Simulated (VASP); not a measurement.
A run of VASP 6.6.1 is set up as follows.

Contents of POSCAR:

```
BaTe
1.0
    0.0000000000      3.5312208308      3.5312208308
    3.5312208308      0.0000000000      3.5312208308
    3.5312208308      3.5312208308      0.0000000000
Ba Te
1 1
Direct
    0.0000000000      0.0000000000      0.0000000000
    0.5000000000      0.5000000000      0.5000000000
```

Contents of INCAR.step1:

```
SYSTEM = BaTe
PREC = Accurate
ENCUT = 520
ISMEAR = 0
SIGMA = 0.05
LREAL = .False.
LASPH = .True.
NELM = 100
NBANDS = 15
GGA = PE
ALGO = Normal
EDIFF = 1E-4
LWAVE = .True.
LCHARG = .False.
```

File INCAR.step2:

```
SYSTEM = BaTe
PREC = Accurate
ENCUT = 520
EDIFF = 1E-6
ISMEAR = 0
SIGMA = 0.05
LREAL = .False.
LASPH = .True.
NELM = 100
ALGO = Normal
ISIF = 2
LWAVE = .False.
LCHARG = .True.
METAGGA = R2SCAN
LMIXTAU = .True.
LELF = .True.
LVHAR = .True.
NBANDS = 15
ISTART = 1
```

File KPOINTS:

```
regular mesh
0
Gamma
  8 8 8
  0 0 0
```

Potentials or basis: VASP PAW PBE potentials, release 64 (Ba_sv, Te).

Launch:

```console
$ cat potpaw_PBE.64/Ba_sv/POTCAR potpaw_PBE.64/Te/POTCAR > POTCAR
$ cp INCAR.step1 INCAR
$ mpirun -np 1 vasp_std > vasp.out
$ cp INCAR.step2 INCAR
$ mpirun -np 1 vasp_std > vasp.out
```

Estimate the pressure.

0.3 GPa.

Estimate the band gap on the k mesh.

1.93 eV, indirect (least direct gap 2.32 eV).

Caveat: the PAW data sets were made with another functional, which shifts forces and pressure a little; spin-orbit coupling is left out, which moves the levels of the heavy elements. r2SCAN opens gaps a little over a GGA but as a rule still falls short of measured ones.
